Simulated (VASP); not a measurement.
# InSi7O16 (a cell with a defect) in VASP: relaxation of the atoms with PBE

Aim: the relaxation of the atoms of InSi7O16 (a cell with a defect) with PBE.

Program: VASP 6.6.1. These are calculated values, not measurements. Logs are shortened: lines on timing, memory, paths and dates and some standing lists are left out, and cuts for length are marked.

### Step 1. The cell of the first run

The cell holds a defect, 24 atoms: a = 8.562 Å, b = 8.562 Å, c = 7.046 Å, α = 65.70°, β = 65.70°, γ = 48.59°.

### Step 2. Relaxation of the atoms, PBE

Contents of INCAR:

```
PREC = Accurate
ENCUT = 520
EDIFF = 1E-7
ISMEAR = -1
SIGMA = 0.01
LREAL = F
LASPH = T
NELM = 120
ALGO = Normal
ISIF = 2
LWAVE = F
LCHARG = F
GGA = PE
IBRION = 2
NSW = 60
EDIFFG = -0.03
NELECT = 138.0
GGA_COMPAT = F
NELMIN = 4
KPAR = 4
```

Contents of KPOINTS:

```
regular mesh
0
Gamma
  3 3 3
```

Contents of POSCAR:

```
InSi7O16
1.0
    0.0000000000      4.9820000000      6.9630000000
    4.9820000000      0.0000000000      6.9630000000
    4.9820000000      4.9820000000      0.0000000000
In Si O
1 7 16
Direct
    0.0000000000      0.0000000000      0.2989700000
    0.5000000000      0.5000000000      0.7989700000
    0.4239700000      0.8260300000      0.3750000000
    0.9239700000      0.3260300000      0.8750000000
    0.2500000000      0.2500000000      0.4510300000
    0.7500000000      0.7500000000      0.9510300000
    0.0760300000      0.6739700000      0.1250000000
    0.5760300000      0.1739700000      0.6250000000
    0.0208550000      0.1572750000      0.0826150000
    0.5208550000      0.6572750000      0.5826150000
    0.3857450000      0.0423850000      0.3541450000
    0.8857450000      0.5423850000      0.8541450000
    0.4072750000      0.2708550000      0.4892550000
    0.9072750000      0.7708550000      0.9892550000
    0.2923850000      0.6357450000      0.9677250000
    0.7923850000      0.1357450000      0.4677250000
    0.1142550000      0.4576150000      0.2822750000
    0.6142550000      0.9576150000      0.7822750000
    0.0927250000      0.2291450000      0.6673850000
    0.5927250000      0.7291450000      0.1673850000
    0.2076150000      0.8642550000      0.3958550000
    0.7076150000      0.3642550000      0.8958550000
    0.4791450000      0.3427250000      0.7607450000
    0.9791450000      0.8427250000      0.2607450000
```

Potentials or basis: VASP PAW PBE potentials, release 64 (In_d, Si, O).

Launch:

```
> cat potpaw_PBE.64/In_d/POTCAR potpaw_PBE.64/Si/POTCAR potpaw_PBE.64/O/POTCAR > POTCAR
> mpirun -np 4 vasp_std > vasp.out
```

OUTCAR:

```text
PREC = Accurate
   ENCUT = 520
   EDIFF = 1E-7
   ISMEAR = -1
   LREAL = F
   LASPH = T
   NELM = 120
   ISIF = 2
   GGA = PE
   IBRION = 2
   NSW = 60
   EDIFFG = -0.03
   NELECT = 138.0
   NELMIN = 4

 ion  position               nearest neighbor table
   1  0.000  0.000  0.299-  24 1.60   9 1.60  21 1.61  16 1.61   3 3.08   4 3.08   7 3.08   8 3.08

   2  0.500  0.500  0.799-  23 1.60  10 1.60  22 1.61  15 1.61   3 3.08   4 3.08   7 3.08   8 3.08

   3  0.424  0.826  0.375-  11 1.60  21 1.60  20 1.61  10 1.61   1 3.08   2 3.08   5 3.08   6 3.08
[... 13 lines left out ...]
  11  0.386  0.042  0.354-   3 1.60   5 1.61
  12  0.886  0.542  0.854-   4 1.60   6 1.61
  13  0.407  0.271  0.489-   5 1.60   8 1.61
  14  0.907  0.771  0.989-   6 1.60   7 1.61
[... 8 lines left out ...]
  23  0.479  0.343  0.761-   2 1.60   8 1.61
  24  0.979  0.843  0.261-   1 1.60   7 1.61

  LATTYP: Found a body centered tetragonal cell.
 ALAT       =     7.0456119677
 C/A-ratio  =     1.9765493847

  Lattice vectors:

 A1 = (  -4.9820000000,   0.0000000000,   6.9630000000)
 A2 = (   4.9820000000,   0.0000000000,   6.9630000000)
 A3 = (   0.0000000000,   4.9820000000,  -6.9630000000)

Analysis of symmetry for initial positions (statically):
=====================================================================
 Subroutine PRICEL returns:
 Original cell was already a primitive cell.

 Routine SETGRP: Setting up the symmetry group for a
 body centered tetragonal supercell.

 Subroutine GETGRP returns: Found  2 space group operations
 (whereof  2 operations were pure point group operations)
 out of a pool of 16 trial point group operations.

The static configuration has the point symmetry C_2 .

Analysis of symmetry for dynamics (positions and initial velocities):
=====================================================================
 Subroutine PRICEL returns:
 Original cell was already a primitive cell.

 Routine SETGRP: Setting up the symmetry group for a
 body centered tetragonal supercell.

 Subroutine GETGRP returns: Found  2 space group operations
 (whereof  2 operations were pure point group operations)
 out of a pool of 16 trial point group operations.

The dynamic configuration has the point symmetry C_2 .

 Subroutine INISYM returns: Found  2 space group operations
 (whereof  2 operations are pure point group operations),
 and found     1 'primitive' translations

[... 144 lines left out ...]
  volume/ion in A,a.u.               =      14.40        97.19
  Fermi-wavevector in a.u.,A,eV,Ry     =   1.205470  2.278009 19.771430  1.453159
  Thomas-Fermi vector in A             =   2.341166
   LORBIT       =      0    0 simple, 1 ext, 2 COOP (PROOUT), +10 PAW based schemes
   GGA     = PE    functional components
   LHFCALC =     F    Hartree Fock is set to
   AEXX    =    0.0000 exact exchange contribution
   IVDW    =     0    specifies the selected vdW correction
   LEPSILON=     F    determine dielectric tensor
   LRPA    =     F    only Hartree local field effects (RPA)
 conjugate gradient relaxation of ions
 non-spin polarized calculation
  energy-cutoff  :      520.00
  volume of cell :      345.65
 maximum number of plane-waves:      9331
   NGX = 31   NGY = 31   NGZ = 27

--------------------------------------- Ionic step        1  -------------------------------------------

 number of electron     138.0000014 magnetization

 Free energy of the ion-electron system (eV)
  ---------------------------------------------------
  ext. energy  EPLUGINS =         0.00000000
  ---------------------------------------------------
  free energy    TOTEN  =      -165.53715878 eV

  energy without entropy =     -165.53715878  energy(sigma->0) =     -165.53715878

------------------------ aborting loop because EDIFF is reached ----------------------------------------

  FORCE on cell =-STRESS in cart. coord.  units (eV):
  Direction    XX          YY          ZZ          XY          YZ          ZX
  --------------------------------------------------------------------------------------
  -------------------------------------------------------------------------------------
  Total       67.0696206     67.0696206     70.5732843     -0.0483189     -0.5086729      0.5086538
  in kB      310.8870233    310.8870233    327.1275147     -0.2239719     -2.3578456      2.3577570
  external PRESSURE =     316.3005205 kB  Pullay stress =       0.0000000 kB
[... 155 lines left out ...]
  FREE ENERGIE OF THE ION-ELECTRON SYSTEM (eV)
  ---------------------------------------------------
  free  energy   TOTEN  =      -172.5564173953 eV

  energy  without entropy=     -172.5564173953  energy(sigma->0) =     -172.55641740

[... ionic steps 4 to 53 ...]

--------------------------------------- Ionic step       54  -------------------------------------------

 number of electron     137.9999994 magnetization

------------------------ aborting loop because EDIFF is reached ----------------------------------------
[... 111 lines left out ...]
--------------------------------------- Ionic step       56  -------------------------------------------

 number of electron     137.9999995 magnetization

 Free energy of the ion-electron system (eV)
  ---------------------------------------------------
  ext. energy  EPLUGINS =         0.00000000
  ---------------------------------------------------
  free energy    TOTEN  =      -179.21936742 eV

  energy without entropy =     -179.21936742  energy(sigma->0) =     -179.21936742

 E-fermi :   0.9011     XC(G=0):  -8.7138

 val. band max:        0.6082313639   @ k =   0.0000   0.0000   0.0000
 cond. band min:       5.1588391777   @ k =   0.0000   0.0000   0.0000
 fundamental gap:      4.5506078137
 Fermi energy:         0.9010921884

 k-point     1 :       0.0000    0.0000    0.0000
  band No.  band energies     occupation
      1     -18.9291      2.00000
      2     -18.1611      2.00000
      3     -18.1312      2.00000
      4     -18.0244      2.00000
      5     -17.9480      2.00000
      6     -17.9199      2.00000
[... 829 lines left out ...]
     80       9.9300      0.00000
     81      10.0244      0.00000
 [bands above 81 left out]

------------------------ aborting loop because EDIFF is reached ----------------------------------------

  FORCE on cell =-STRESS in cart. coord.  units (eV):
  Direction    XX          YY          ZZ          XY          YZ          ZX
  --------------------------------------------------------------------------------------
  -------------------------------------------------------------------------------------
  Total       13.6259927     13.6259927     12.4016564     -0.4351404     -0.0376440      0.0376448
  in kB       63.1604038     63.1604038     57.4852519     -2.0170011     -0.1744909      0.1744943
  external PRESSURE =      61.2686865 kB  Pullay stress =       0.0000000 kB
[... 39 lines left out ...]
  FREE ENERGIE OF THE ION-ELECTRON SYSTEM (eV)
  ---------------------------------------------------
  free  energy   TOTEN  =      -179.2193674250 eV

  energy  without entropy=     -179.2193674250  energy(sigma->0) =     -179.21936742

 reached required accuracy - stopping structural energy minimisation
```

CONTCAR:

```text
InSi7O16
   1.00000000000000
     0.0000000000000000    4.9820000000000002    6.9630000000000001
     4.9820000000000002    0.0000000000000000    6.9630000000000001
     4.9820000000000002    4.9820000000000002    0.0000000000000000
  In              Si              O
     1     7    16
Direct
     0.0000000000000000    1.0000000000000000    0.2974067367976858
     0.5000000000000000    0.5000000000000000    0.8206333895645860
     0.4626980393268558    0.7938343575859540    0.3916861368951676
     0.9209878014750378    0.3333795543756630    0.8531470720651773
     0.2467414994898486    0.2477722879016924    0.4406345640518627
     0.7532585005101513    0.7522277120983074    0.9351483514434032
[... 16 lines left out ...]
     0.4309707949651898    0.3732565614850112    0.7959803151774404
     0.9328423869094739    0.8238007890321555    0.2702868806677972

  0.00000000E+00  0.00000000E+00  0.00000000E+00
  0.00000000E+00  0.00000000E+00  0.00000000E+00
  0.00000000E+00  0.00000000E+00  0.00000000E+00
  0.00000000E+00  0.00000000E+00  0.00000000E+00
  0.00000000E+00  0.00000000E+00  0.00000000E+00
  0.00000000E+00  0.00000000E+00  0.00000000E+00
[... 16 lines left out ...]
  0.00000000E+00  0.00000000E+00  0.00000000E+00
  0.00000000E+00  0.00000000E+00  0.00000000E+00
```

Run time: 65 min. Hardware: 4 MPI ranks of AMD EPYC 9R45 (Zen 5), shared host; peak memory 0.68 GiB.

What came out:

```
Free energy                  : -179.2194 eV
Largest force after relaxing : 0.029 eV/Å
```

Forces in eV/Å, atoms in the order of the input:
```
In   0.003  0.003  0.000
Si   0.003  0.003  0.000
Si   0.006  0.003  0.010
Si  -0.002  0.001  0.004
Si   0.009  0.012  0.000
Si   0.012  0.009  0.000
Si   0.001 -0.002 -0.004
Si   0.003  0.006 -0.010
O   -0.004 -0.004  0.000
O   -0.002  0.010 -0.003
O    0.014 -0.008 -0.012
O    0.000  0.002  0.008
O   -0.004 -0.001  0.013
O    0.003 -0.022  0.019
O   -0.001 -0.003  0.003
O    0.005 -0.019 -0.004
O    0.002  0.000 -0.008
O   -0.008  0.014  0.012
O   -0.022  0.003 -0.019
O   -0.001 -0.004 -0.013
O   -0.019  0.005  0.004
O   -0.003 -0.001 -0.003
O    0.010 -0.002  0.003
O   -0.004 -0.004  0.000
```

Final structure:
```
In Si O
1.0
     0.00000    4.98200    6.96300
     4.98200    0.00000    6.96300
     4.98200    4.98200    0.00000
In Si O
1 7 16
Direct
  0.00000 0.00000 0.29741
  0.50000 0.50000 0.82063
  0.46270 0.79383 0.39169
  0.92099 0.33338 0.85315
  0.24674 0.24777 0.44063
  0.75326 0.75223 0.93515
  0.07901 0.66662 0.10751
  0.53730 0.20617 0.64822
  0.06716 0.17620 0.02693
  0.56903 0.62674 0.60021
  0.41572 0.01767 0.37435
  0.84381 0.57565 0.81162
  0.36039 0.29624 0.52231
  0.94973 0.74370 0.93197
  0.29198 0.66268 0.97656
  0.74179 0.19286 0.49319
  0.15619 0.42435 0.23108
  0.58428 0.98233 0.80773
  0.05027 0.25630 0.62541
  0.63961 0.70376 0.17894
  0.25821 0.80714 0.42784
  0.70802 0.33732 0.93122
  0.43097 0.37326 0.79598
  0.93284 0.82380 0.27029
```

Caveat: the cell carries a net charge on a neutralising background, which shifts energy and pressure; the cell is charged against a uniform background, so pressure and absolute levels hang on convention; spin-orbit coupling is left out, which moves the levels of the heavy elements.
